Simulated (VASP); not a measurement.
# BeS (F-43m) in VASP: a series of runs, part 2 of 2

VASP 6.6.1.

### Step 4. Relaxation of cell and atoms, PBEsol, target pressure 30 GPa, at which the enthalpy is minimised

INCAR

```
SYSTEM = BeS
ALGO = Normal
EDIFF = 1E-6
EDIFFG = -0.005
ENCUT = 600
GGA = PS
IBRION = 2
ISIF = 3
ISMEAR = -1
LASPH = .True.
LCHARG = .False.
LREAL = .False.
LWAVE = .False.
NELM = 60
NSW = 80
PREC = Accurate
PSTRESS = 300.0
SIGMA = 0.05
```

KPOINTS

```
k-points
0
Gamma
  9 9 9
  0 0 0
```

POSCAR

```
BeS
1.0
    0.0000000000      2.4250000000      2.4250000000
    2.4250000000      0.0000000000      2.4250000000
    2.4250000000      2.4250000000      0.0000000000
S Be
1 1
Direct
    0.7500000000      0.7500000000      0.7500000000
    0.0000000000      0.0000000000      0.0000000000
```

Started as:

```sh
cat potpaw_PBE.64/S/POTCAR potpaw_PBE.64/Be/POTCAR > POTCAR
mpirun -np 1 vasp_std > vasp.out
```

Wall time 25 s (1 thread of Intel Xeon Platinum 8488C (Sapphire Rapids), shared host); peak memory 0.16 GiB.

It converged, with:

| Quantity | Value |
| --- | --- |
| Free energy | -10.1394 eV |
| Relaxed volume | 11.50 Å³/atom |
| Relaxed cell | a = 3.192 Å, b = 3.192 Å, c = 3.192 Å, α = 60.00°, β = 60.00°, γ = 60.00° |
| Space group after relaxing (to 0.05 Å) | F-43m (No. 216) |
| Energy change on relaxing (the enthalpy is what falls) | +212.4 meV/atom |
| Ionic steps | 7 |
| Pressure after relaxing | 30.0 GPa |
| Band gap on the k mesh | 2.46 eV, indirect (least direct gap 5.40 eV) |

Step by step:
| step | energy change (eV) | largest force (eV/Å) | pressure (GPa) | volume (Å³) |
| --- | --- | --- | --- | --- |
| 1 | 0.0000 | 0.0000 | -0.53 | 28.52 |
| 2 | 1.8888 | 0.0000 | 87.06 | 18.71 |
| 3 | 0.3918 | 0.0000 | 28.46 | 23.18 |
| 4 | 0.4199 | 0.0000 | 29.77 | 23.03 |
| 5 | 0.4391 | 0.0000 | 30.63 | 22.93 |
| 6 | 0.4136 | 0.0000 | 29.48 | 23.06 |
| 7 | 0.4249 | 0.0000 | 29.99 | 23.00 |

Final structure:
```cif
data_structure
_symmetry_space_group_name_H-M 'P 1'
_symmetry_Int_Tables_number 1
_cell_length_a 3.1923
_cell_length_b 3.1923
_cell_length_c 3.1923
_cell_angle_alpha 60.000
_cell_angle_beta 60.000
_cell_angle_gamma 60.000
_cell_volume 23.00
loop_
_atom_site_label
_atom_site_type_symbol
_atom_site_fract_x
_atom_site_fract_y
_atom_site_fract_z
_atom_site_occupancy
S1 S 0.75000 0.75000 0.75000 1
Be1 Be 0.00000 0.00000 0.00000 1
```

Levels at points of the mesh, in eV from the valence-band top:
```tsv
k point	band 2	band 3	band 4	band 5	band 6	band 7
(0.00, 0.00, 0.00)	0.00	0.00	0.00	5.40	5.40	5.40
```

Caveat: the cell is relaxed towards a set pressure, so the enthalpy falls and the energy may rise; the volume moved by over 15 % at a fixed basis, so the end points are rough; the PAW data sets were made with another functional, which shifts forces and pressure a little.

### Step 5. Single point, PBEsol

INCAR

```
PREC     = Accurate       # precision mode
ENCUT    = 520            # plane-wave cutoff, eV
EDIFF    = 1E-6           # SCF threshold, eV
ISMEAR   = 0              # smearing method
SIGMA    = 0.05           # smearing width, eV
LREAL    = False          # projectors in reciprocal space
LASPH    = True           # aspherical terms in the spheres
NELM     = 100            # most SCF steps
ALGO     = Normal         # electronic algorithm
ISIF     = 2              # what is computed and relaxed
LWAVE    = False          # write WAVECAR
LCHARG   = False          # write CHGCAR
GGA      = PS             # functional
NBANDS   = 11             # bands
```

KPOINTS

```
Automatic mesh
0
Gamma
  9 9 9
```

Changes to POSCAR since step 4:

```diff
@@ -8,3 +8,3 @@
 Direct
-    0.7500000000      0.7500000000      0.7500000000
+    0.2500000000      0.2500000000      0.2500000000
     0.0000000000      0.0000000000      0.0000000000
```

Started as:

```sh
cat potpaw_PBE.64/S/POTCAR potpaw_PBE.64/Be/POTCAR > POTCAR
mpirun -np 1 vasp_std > vasp.out
```

Wall time 16 s (1 thread of Intel Xeon 8259CL, shared host); peak memory 0.15 GiB.

It converged, with:

```yaml
Free_energy: -10.5641 eV
Pressure: -0.6 GPa
Band_gap_on_the_k_mesh: 3.03 eV, indirect (least direct gap 5.61 eV)
```

Levels at points of the mesh, in eV from the valence-band top:
| k point | band 1 | band 2 | band 3 | band 4 | band 5 | band 6 | band 7 | band 8 |
| --- | --- | --- | --- | --- | --- | --- | --- | --- |
| (0.00, 0.00, 0.00) | -13.72 | 0.00 | 0.00 | 0.00 | 5.61 | 5.61 | 5.61 | 5.71 |

Caveat: the PAW data sets were made with another functional, which shifts forces and pressure a little.

### Step 6. Single point, PBEsol+D4, collinear spin, ferromagnetic start (volume scaled by 0.94)

INCAR

```
SYSTEM = BeS
ALGO = Normal
EDIFF = 1E-6
ENCUT = 520
GGA = PS
ISIF = 2
ISMEAR = 1
ISPIN = 2
IVDW = 13
LASPH = .True.
LCHARG = .False.
LORBIT = 11
LREAL = .False.
LWAVE = .False.
MAGMOM = 1 0
NBANDS = 15
NELM = 150
NUPDOWN = 1.0
PREC = Accurate
SIGMA = 0.025
```

KPOINTS

```
k-points
0
Gamma
  9 9 9
  0 0 0
```

POSCAR

```
BeS
1.0
    0.0000000000      2.3754963136      2.3754963136
    2.3754963136      0.0000000000      2.3754963136
    2.3754963136      2.3754963136      0.0000000000
S Be
1 1
Direct
    0.7500000000      0.7500000000      0.7500000000
    0.0000000000      0.0000000000      0.0000000000
```

Potentials or basis: VASP PAW PBE potentials, release 64 (S, Be).

Started as:

```sh
cat potpaw_PBE.64/S/POTCAR potpaw_PBE.64/Be/POTCAR > POTCAR
mpirun -np 1 vasp_std > vasp.out
```

It took 20 s on 1 thread of Intel Xeon 6975P-C, shared host; peak memory 0.17 GiB.

The run converged. Its results:

- Free energy: -8.1782 eV
- Pressure: 5.2 GPa
- Net moment: 1.00 μB per cell
- Site moments: S +0.31; Be +0.17 μB
- Valence electrons inside the program's atomic spheres: S 3.70; Be 1.14
- Dispersion energy per atom: -0.156 eV

Caveat: the cell differs from its parent crystal (volume scaled by 0.94); the PAW data sets were made with another functional, which shifts forces and pressure a little; the total moment is fixed, so each spin has its own Fermi level.

### Step 7. Summary

| task | level | spin | fixed moment (μB) | cell | cutoff (eV) | smearing | gap on the mesh (eV) | pressure (GPa) |
| --- | --- | --- | --- | --- | --- | --- | --- | --- |
| relaxation of cell and atoms | PBEsol | off | - | relaxed to 10 GPa from a = 3.429 Å, angles 60.0°, 2 atoms | 600 | fermi-dirac 0.05 eV | 2.81 | 10.0 |
| relaxation of cell and atoms | PBEsol | off | - | relaxed to 20 GPa from a = 3.429 Å, angles 60.0°, 2 atoms | 600 | fermi-dirac 0.05 eV | 2.62 | 20.0 |
| relaxation of cell and atoms | PBEsol | off | - | relaxed to 30 GPa from a = 3.429 Å, angles 60.0°, 2 atoms | 600 | fermi-dirac 0.05 eV | 2.46 | 30.0 |
| single point | PBEsol | off | - | a = 3.429 Å, angles 60.0°, 2 atoms | 520 | gaussian 0.05 eV | 3.03 | -0.6 |
| single point | PBEsol+D4 | collinear, ferromagnetic start | 1.0 | a = 3.359 Å, angles 60.0°, 2 atoms | 520 | methfessel-paxton 0.025 eV | - | 5.2 |

Alike in all rows: potentials or basis VASP PAW PBE potentials, release 64 (S, Be); k mesh 9 × 9 × 9.

Caveats: the PAW data sets were made with another functional, which shifts forces and pressure a little; the cell is relaxed towards a set pressure, so the enthalpy falls and the energy may rise (some runs); the volume moved by over 15 % at a fixed basis, so the end points are rough (some runs); the total moment is fixed, so each spin has its own Fermi level (some runs).

Absolute energies hang on the potentials; compare differences alone.
